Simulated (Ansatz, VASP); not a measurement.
## SrO in VASP and in Ansatz

POSCAR

```
SrO
1.0
    0.0324135888      2.7534046877      2.7416314897
    2.8515130084     -0.0106495576      2.7846946362
    2.8092599909      2.7542148167      0.0316034599
Sr O
1 1
Direct
   -0.0027798010      0.0066270795     -0.0055888720
    0.2527798010      0.2433729205      0.2555888720
```

The input INCAR.step1:

```
  PREC = Accurate
  ENCUT = 520
  ISMEAR = 0
  SIGMA = 0.05
  LREAL = False
  LASPH = True
  NELM = 60
  NBANDS = 15
  GGA = PE
  ALGO = Normal
  EDIFF = 1E-4
  LWAVE = True
  LCHARG = False
```

Contents of INCAR.step2:

```
  PREC = Accurate
  ENCUT = 520
  EDIFF = 1E-6
  ISMEAR = 0
  SIGMA = 0.05
  LREAL = False
  LASPH = True
  NELM = 60
  ALGO = Normal
  ISIF = 2
  LWAVE = False
  LCHARG = True
  METAGGA = R2SCAN
  LMIXTAU = True
  LELF = True
  LVHAR = True
  NBANDS = 15
  ISTART = 1
```

Contents of KPOINTS:

```
regular mesh
0
Gamma
  8 8 8
```

Input for Ansatz:

```yaml
crystal:
  lattice:
    - [0.0324135888, 2.7534046877, 2.7416314897]
    - [2.8515130084, -0.0106495576, 2.7846946362]
    - [2.8092599909, 2.7542148167, 0.0316034599]
  atoms:
    - { symbol: Sr, position: [-0.002779801, 0.0066270795, -0.005588872] }
    - { symbol: O, position: [0.252779801, 0.2433729205, 0.255588872] }
basis:
  ecutwfc: 500
  ecutrho_ratio: 4
kpoints:
  mp_grid: { grid: [8, 8, 8] }
hamiltonian:
  xc: r2scan
scf:
  occupations: { method: gaussian, width: 0.05 }
output:
  forces: true
  stress: true
  eigenvalues: true
```

Change from the starting cell: all atoms moved at random (sigma 0.03 Å), cell strained at random (1 %).

Alike in both runs: task single point; functional r2SCAN; k mesh 8 × 8 × 8; occupations gaussian, width 0.05 eV; no spin polarisation.

|  | VASP | Ansatz |
| --- | --- | --- |
| version | VASP 6.6.1 | Ansatz 0.2.0 |
| potentials or method | VASP PAW PBE potentials, release 64 (Sr_sv, O), cutoff 520 eV | scalar-relativistic, plane waves, PAW |
| valence electrons in the cell | 16 | 16 |

```csv
,VASP,Ansatz,Ansatz less VASP
gap on the k mesh at the Fermi level (eV),2.95,2.93,-0.015
least direct gap on the mesh (eV),3.84,3.82,-0.018
pressure (GPa),2.2,1.6,-0.53
"traceless stress, the component that is largest in VASP (GPa)",-2.45,-2.31,+0.132
rms of the force components (eV/Å),0.267,0.252,-0.0150
```

VASP's potentials were made for PBE, not for r2SCAN. Atom by atom the forces differ by 0.015 eV/Å (rms over components).
